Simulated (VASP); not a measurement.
Runs of VASP 6.6.1 on HgTe. The structure is hexagonal, space group P6_3mc (No. 186). The conventional cell has a = 4.643 Å, b = 4.643 Å, c = 7.625 Å, α = 90.00°, β = 90.00°, γ = 120.00°. Within 3.8 Å of Hg (site symmetry 3m) lie 4 Te at 2.85 Å. Te (site symmetry 3m) has 4 Hg at 2.85 Å within 3.8 Å. 

```csv
k mesh,smearing,gap on the mesh (eV),pressure (GPa),largest force (eV/Å)
"6 × 6 × 2, shifted",fermi-dirac 0.02 eV,0.77,-1.0,(a)
6 × 6 × 2,fermi-dirac 0.2 eV,none,-1.0,-
6 × 6 × 2,fermi-dirac 0.02 eV,none,-1.1,0.01
6 × 6 × 2,tetrahedron,none,-1.1,0.01
```

Alike in all rows: task single point; level PBEsol; potentials or basis VASP PAW PBE potentials, release 64 (Hg, Te); no spin polarisation; cell as given; cutoff (eV) 500.

Q: Fill in the values left out.

A: (a) 0.02.

Caveats: some runs use coarse meshes; the PAW data sets were made with another functional, which shifts forces and pressure a little; spin-orbit coupling is left out, which moves the levels of the heavy elements; tetrahedron occupations give inexact forces and stress in metals (some runs).

A k mesh can miss the band edges, and the runs leave out spin-orbit coupling on Hg, Te.

A gap of «none» marks levels without a gap at the run's occupations.
